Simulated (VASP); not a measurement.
# W (Cmcm) in VASP: a series of runs, part 2 of 2

VASP 6.6.1. Earlier steps stand in the parts before.

## (4) Single point, LDA (atoms displaced along a vibrational mode)

INCAR

```
ALGO = Normal
EDIFF = 1E-6
ENCUT = 500
GGA = CA
GGA_COMPAT = False
ISIF = 2
ISMEAR = 0
LASPH = True
LCHARG = False
LREAL = False
LWAVE = False
NBANDS = 21
NELM = 120
PREC = Accurate
SIGMA = 0.15
```

KPOINTS

```
k-points
0
Gamma
  16 16 12
```

POSCAR

```
W
1.0
    0.0000000000     -1.9864787844     -1.9864787844
    0.0000000000      1.9864787844     -1.9864787844
    3.9729575688      0.0000000000      0.0000000000
W
2
Direct
    0.5305062407      0.4694937593      0.5000000000
   -0.0305062407      0.0305062407      0.0000000000
```

Potentials or basis: VASP PAW LDA potentials, release 64 (W_sv).

Command:

```bash
$ cat potpaw_LDA.64/W_sv/POTCAR > POTCAR
$ mpirun -np 1 vasp_std > vasp.out
```

OUTCAR:

```text
EDIFF = 1E-6
   ENCUT = 500
   GGA = CA
   ISIF = 2
   ISMEAR = 0
   LASPH = True
   LREAL = False
   NELM = 120
   PREC = Accurate

 ion  position               nearest neighbor table
   1  0.531  0.469  0.500-   2 2.64   2 2.64   2 2.82   2 2.82   2 2.82   2 2.82   2 2.99   2 2.99

   2  0.969  0.031  0.000-   1 2.64   1 2.64   1 2.82   1 2.82   1 2.82   1 2.82   1 2.99   1 2.99

  LATTYP: Found a simple tetragonal cell.
 ALAT       =     2.8093052383
 C/A-ratio  =     1.4142135624

  Lattice vectors:

 A1 = (   0.0000000000,  -1.9864787844,  -1.9864787844)
 A2 = (   0.0000000000,   1.9864787844,  -1.9864787844)
 A3 = (   3.9729575688,   0.0000000000,   0.0000000000)

Analysis of symmetry for initial positions (statically):
=====================================================================
 Subroutine PRICEL returns:
 Original cell was already a primitive cell.

 Routine SETGRP: Setting up the symmetry group for a
 simple tetragonal supercell.

 Subroutine GETGRP returns: Found  8 space group operations
 (whereof  4 operations were pure point group operations)
[... 162 lines left out ...]
  free energy    TOTEN  =       -27.12448014 eV

  energy without entropy =      -27.09989671  energy(sigma->0) =      -27.11218842

 E-fermi :  11.0241     XC(G=0): -13.8636

 val. band max:       11.0235225275   @ k =  -0.1250   0.1250   0.1667
 cond. band min:      11.0268905549   @ k =  -0.0625   0.3750   0.3333
 fundamental gap:      0.0033680274
 Fermi energy:        11.0240516808

 k-point     1 :       0.0000    0.0000    0.0000
  band No.  band energies     occupation
      1     -62.1112      2.00000
      2     -61.9105      2.00000
      3     -27.2511      2.00000
      4     -26.4324      2.00000
      5     -26.4018      2.00000
      6     -25.9646      2.00000
[... 565 lines left out ...]
     20      18.6948      0.00000
     21      23.2590      0.00000

 [... further k-points ...]

------------------------ aborting loop because EDIFF is reached ----------------------------------------

  FORCE on cell =-STRESS in cart. coord.  units (eV):
  Direction    XX          YY          ZZ          XY          YZ          ZX
  --------------------------------------------------------------------------------------
  -------------------------------------------------------------------------------------
  Total        1.5900907      0.0613212      1.3698847      0.0000000      0.0000000      0.0000000
  in kB       81.2494992      3.1333542     69.9975468      0.0000000      0.0000000      0.0000000
  external PRESSURE =      51.4601334 kB  Pullay stress =       0.0000000 kB

 VOLUME and BASIS-vectors are now :
 -----------------------------------------------------------------------------
  energy-cutoff  :      500.00
  volume of cell :       31.36
      direct lattice vectors                 reciprocal lattice vectors
     0.000000000 -1.986478784 -1.986478784     0.000000000 -0.251701656 -0.251701656
     0.000000000  1.986478784 -1.986478784     0.000000000  0.251701656 -0.251701656
     3.972957569  0.000000000  0.000000000     0.251701656  0.000000000  0.000000000

 POSITION                                       TOTAL-FORCE (eV/Angst)
 -----------------------------------------------------------------------------------
      1.98648     -0.12120     -1.98648         0.000000      0.916712      0.000000
      0.00000     -1.86528     -1.98648         0.000000     -0.916712      0.000000
 -----------------------------------------------------------------------------------
    total drift:                               -0.000000     -0.000000      0.000000

  FREE ENERGIE OF THE ION-ELECTRON SYSTEM (eV)
  ---------------------------------------------------
  free  energy   TOTEN  =       -27.1244801425 eV

  energy  without entropy=      -27.0998967052  energy(sigma->0) =      -27.11218842
```

OSZICAR:

```text
N       E                     dE             d eps       ncg     rms          rms(c)
DAV:   1     0.263895969080E+03    0.26390E+03   -0.15408E+04 21534   0.151E+03
DAV:   2    -0.194405314521E+02   -0.28334E+03   -0.27579E+03 23243   0.452E+02
DAV:   3    -0.282545675157E+02   -0.88140E+01   -0.86199E+01 24624   0.786E+01
DAV:   4    -0.283376297821E+02   -0.83062E-01   -0.82907E-01 23222   0.803E+00
DAV:   5    -0.283384305101E+02   -0.80073E-03   -0.80072E-03 24435   0.824E-01    0.299E+01
DAV:   6    -0.273822267357E+02    0.95620E+00   -0.10922E+00 23311   0.976E+00    0.122E+01
DAV:   7    -0.271340799332E+02    0.24815E+00   -0.56586E-01 23992   0.638E+00    0.571E-01
DAV:   8    -0.271246189844E+02    0.94609E-02   -0.14068E-02 22247   0.128E+00    0.954E-02
DAV:   9    -0.271244713979E+02    0.14759E-03   -0.27046E-04 26431   0.146E-01    0.479E-02
DAV:  10    -0.271244791724E+02   -0.77745E-05   -0.21613E-05 22502   0.334E-02    0.922E-03
DAV:  11    -0.271244801425E+02   -0.97013E-06   -0.19040E-06 19221   0.133E-02
   1 F= -.27124480E+02 E0= -.27112188E+02  d E =-.245834E-01
```

It took 3.8 min on 1 thread of Intel Xeon 8259CL, shared host; peak memory 0.34 GiB.

Results:

| Property | Result |
| --- | --- |
| Free energy | -27.1245 eV |
| Pressure | 5.1 GPa |
| Largest force | 0.917 eV/Å |
| Band gap on the k mesh | zero (bands 14 and 15 overlap by 3.89 eV) |

Forces on the atoms (eV/Å):
```
W    0.000  0.917  0.000
W    0.000 -0.917  0.000
```

Stress tensor (GPa, compression positive):
```
8.12 0.00 0.00
0.00 0.31 0.00
0.00 0.00 7.00
```

Caveat: the cell differs from its parent crystal (atoms displaced along a vibrational mode); the cell stands under pressure; spin-orbit coupling is left out, which moves the levels of the heavy elements.

## (5) The runs side by side

| cell | gap on the mesh (eV) | pressure (GPa) | largest force (eV/Å) |
| --- | --- | --- | --- |
| as given, atomic positions A | none | 3.2 | 0.61 |
| as given, atomic positions B | none | 8.0 | 1.24 |
| as given, atomic positions C | none | 5.1 | 0.92 |

Alike in all rows: task single point; level LDA; potentials or basis VASP PAW LDA potentials, release 64 (W_sv); no spin polarisation; k mesh 16 × 16 × 12; cutoff (eV) 500; smearing gaussian 0.15 eV.

Caveats: the cell stands under pressure; spin-orbit coupling is left out, which moves the levels of the heavy elements; forces of over 1 eV/Å act on the atoms, so gaps and moduli don't describe the material at rest (at least some runs).

Total energies depend on the potentials used, so only differences within one code and one set of settings carry meaning.
